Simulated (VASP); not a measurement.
MgScC4N4, 10 atoms in the cell. It takes space group P-43m (No. 215, cubic). Conventional cell: a = 6.085 Å, b = 6.085 Å, c = 6.085 Å, α = 90.00°, β = 90.00°, γ = 90.00°. Mg (site symmetry -43m) has 4 C at 1.98 Å within 2.6 Å. Within 2.8 Å of Sc (site symmetry -43m) lie 4 N at 2.12 Å. C (site symmetry 3m) has 1 N at 1.17 Å within 1.6 Å. N (site symmetry 3m) has 1 C at 1.17 Å within 1.6 Å. 

```yaml
Program: VASP 6.6.1
Task: single point
Functional: PBE
Potentials_or_basis: VASP PAW PBE potentials, release 64 (Mg, Sc_sv, C, N)
Cutoff: 520 eV
k_mesh: 4 × 4 × 4
Occupations: gaussian, width 0.1 eV
Spin: collinear spin, ferromagnetic start
Starting_moments: "[0.0, 0.0, 1.0, 1.0, 1.0, 1.0, 1.0, 1.0, 1.0, 1.0] μB"
Dipole_correction: no
Further_INCAR_settings: ALGO = Normal; EDIFF = 1e-06; NBANDS = 40
```

Potentials or basis: VASP PAW PBE potentials, release 64 (Mg, Sc_sv, C, N).

Command:

```sh
$ cat potpaw_PBE.64/Mg/POTCAR potpaw_PBE.64/Sc_sv/POTCAR potpaw_PBE.64/C/POTCAR potpaw_PBE.64/N/POTCAR > POTCAR
$ mpirun -np 1 vasp_std > vasp.out
```

Hardware: 1 thread of Intel Xeon 8259CL, with other jobs on the host.

How long does it take, and how much memory?

Wall time 6 min on 1 thread of Intel Xeon 8259CL, on a shared host, peak memory 0.49 GiB. Counts: scf iterations 17, k points 10.
